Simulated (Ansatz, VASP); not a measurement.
Two plane-wave programs on AlCo3

The input INCAR:

```
SYSTEM = AlCo3
ALGO = Normal
EDIFF = 1E-6
ENCUT = 520
GGA = CA
ISIF = 2
ISMEAR = 1
ISPIN = 2
LASPH = .TRUE.
LCHARG = .FALSE.
LMAXMIX = 4
LORBIT = 11
LREAL = .FALSE.
LWAVE = .FALSE.
MAGMOM = 0 2.5 2.5 2.5
NBANDS = 27
NELM = 150
PREC = Accurate
SIGMA = 0.15
```

File KPOINTS:

```
k-points
0
G
  7 7 7
  0 0 0
```

Contents of POSCAR:

```
AlCo3
1.0
    3.6564914699      0.0000000000      0.0000000000
    0.0000000000      3.6564914699      0.0000000000
    0.0000000000      0.0000000000      3.6564914699
Al Co
1 3
Direct
    0.0000000000      0.0000000000      0.0000000000
    0.5000000000      0.5000000000      0.0000000000
    0.5000000000      0.0000000000      0.5000000000
    0.0000000000      0.5000000000      0.5000000000
```

Input for Ansatz:

```yaml
crystal:
  lattice:
    - [3.656491469870487, 0.0, 0.0]
    - [0.0, 3.656491469870487, 0.0]
    - [0.0, 0.0, 3.656491469870487]
  atoms:
    - { symbol: Al, position: [0.0, 0.0, 0.0] }
    - { symbol: Co, position: [0.5, 0.5, 0.0], spin: 2.5 }
    - { symbol: Co, position: [0.5, 0.0, 0.5], spin: 2.5 }
    - { symbol: Co, position: [0.0, 0.5, 0.5], spin: 2.5 }
basis:
  ecutwfc: 489.804952427784
  ecutrho_ratio: 4
kpoints:
  mp_grid:
    grid: [7, 7, 7]
hamiltonian:
  xc: lda
magnetization:
  spin_polarized: true
scf:
  max_iter: 60
  lower_state_search: standard
  occupations:
    method: cold
    width: 0.15
```

Alike in both runs: task single point; functional LDA; k mesh 7 × 7 × 7; collinear spin.

|  | VASP | Ansatz |
| --- | --- | --- |
| version | VASP 6.6.1 | Ansatz 0.2.0 |
| potentials or method | VASP PAW LDA potentials, release 64 (Al, Co), cutoff 520 eV | plane waves, PAW |
| occupations | methfessel-paxton of order 1, width 0.15 eV | cold, width 0.15 eV |
| valence electrons in the cell | 30 | 54 |

Ansatz gave:

```
net moment per atom (μB)                                      : 0.99
size of the moment on the site where the two differ most (μB) : 1.37
```

Problem. What did VASP give for the same quantities?

Solution. net moment per atom (μB): 0.98; size of the moment on the site where the two differ most (μB): 1.33.

LDA's correlation is that of Perdew and Zunger in VASP and of Perdew and Wang (1992) in Ansatz. Site moments also hang on the region over which each program counts them. VASP's potentials hold 30 valence electrons a cell and Ansatz's 54, so a difference there can come from the potentials and not from the codes. Ansatz's warnings: stability check not made.
